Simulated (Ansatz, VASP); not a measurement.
SiO2: VASP beside Ansatz

Contents of INCAR:

```
ALGO = Normal
EDIFF = 1E-7
EDIFFG = -0.01
ENCUT = 520
GGA = CA
IBRION = 2
ISIF = 2
ISMEAR = 0
KPAR = 4
LASPH = T
LCHARG = F
LREAL = Auto
LWAVE = F
NELM = 100
NSW = 50
PREC = Accurate
SIGMA = 0.02
```

Contents of KPOINTS:

```
k-points
0
Gamma
  4 4 4
```

POSCAR

```
SiO2
1.0
   -4.4106014865      4.4106014865      4.4106014865
    4.4106014865     -4.4106014865      4.4106014865
    4.4106014865      4.4106014865     -4.4106014865
Si O
6 12
Direct
    0.5000000000      0.2500000000      0.7500000000
    0.5000000000      0.7500000000      0.2500000000
    0.2500000000      0.7500000000      0.5000000000
    0.7500000000      0.2500000000      0.5000000000
    0.2500000000      0.5000000000      0.7500000000
    0.7500000000      0.5000000000      0.2500000000
    0.3522982209      0.0000000000      0.6477017791
    0.6477017791      0.6477017791      0.2954035582
    0.3522982209      0.6477017791      0.0000000000
    0.3522982209      0.7045964418      0.3522982209
    0.6477017791      0.2954035582      0.6477017791
    0.0000000000      0.3522982209      0.6477017791
    0.7045964418      0.3522982209      0.3522982209
    0.6477017791      0.3522982209      0.0000000000
    0.0000000000      0.6477017791      0.3522982209
    0.2954035582      0.6477017791      0.6477017791
    0.3522982209      0.3522982209      0.7045964418
    0.6477017791      0.0000000000      0.3522982209
```

Input for Ansatz:

```yaml
crystal:
  lattice:
    - [-4.4106014865, 4.4106014865, 4.4106014865]
    - [4.4106014865, -4.4106014865, 4.4106014865]
    - [4.4106014865, 4.4106014865, -4.4106014865]
  atoms:
    - { symbol: Si, position: [0.5, 0.25, 0.75] }
    - { symbol: Si, position: [0.5, 0.75, 0.25] }
    - { symbol: Si, position: [0.25, 0.75, 0.5] }
    - { symbol: Si, position: [0.75, 0.25, 0.5] }
    - { symbol: Si, position: [0.25, 0.5, 0.75] }
    - { symbol: Si, position: [0.75, 0.5, 0.25] }
    - { symbol: O, position: [0.3522982209, 0.0, 0.6477017791] }
    - { symbol: O, position: [0.6477017791, 0.6477017791, 0.2954035582] }
    - { symbol: O, position: [0.3522982209, 0.6477017791, 0.0] }
    - { symbol: O, position: [0.3522982209, 0.7045964418, 0.3522982209] }
    - { symbol: O, position: [0.6477017791, 0.2954035582, 0.6477017791] }
    - { symbol: O, position: [0.0, 0.3522982209, 0.6477017791] }
    - { symbol: O, position: [0.7045964418, 0.3522982209, 0.3522982209] }
    - { symbol: O, position: [0.6477017791, 0.3522982209, 0.0] }
    - { symbol: O, position: [0.0, 0.6477017791, 0.3522982209] }
    - { symbol: O, position: [0.2954035582, 0.6477017791, 0.6477017791] }
    - { symbol: O, position: [0.3522982209, 0.3522982209, 0.7045964418] }
    - { symbol: O, position: [0.6477017791, 0.0, 0.3522982209] }
basis:
  ecutwfc: 420
kpoints:
  mp_grid: { grid: [4, 4, 4] }
hamiltonian:
  xc: lda
scf:
  occupations: { method: gaussian, width: 0.02 }
output:
  forces: true
  stress: true
  eigenvalues: true
relax:
  adjacent_minimum: "off"
  f_tol: 0.01
  max_steps: 30
```

Alike in both runs: task relaxation of the atoms; functional LDA; k mesh 4 × 4 × 4; occupations gaussian, width 0.02 eV; no spin polarisation.

|  | VASP | Ansatz |
| --- | --- | --- |
| version | VASP 6.6.1 | Ansatz 0.2.0 |
| potentials or method | VASP PAW LDA potentials, release 64 (Si, O), cutoff 520 eV | scalar-relativistic, plane waves, PAW |
| valence electrons in the cell | 96 | 96 |

|  | VASP | Ansatz | Ansatz less VASP |
| --- | --- | --- | --- |
| gap on the k mesh at the Fermi level, each at its own relaxed structure (eV) | 5.51 | 5.52 | +0.009 |

LDA's correlation is that of Perdew and Zunger in VASP and of Perdew and Wang (1992) in Ansatz. Ansatz's warnings: stress scf threshold loose.
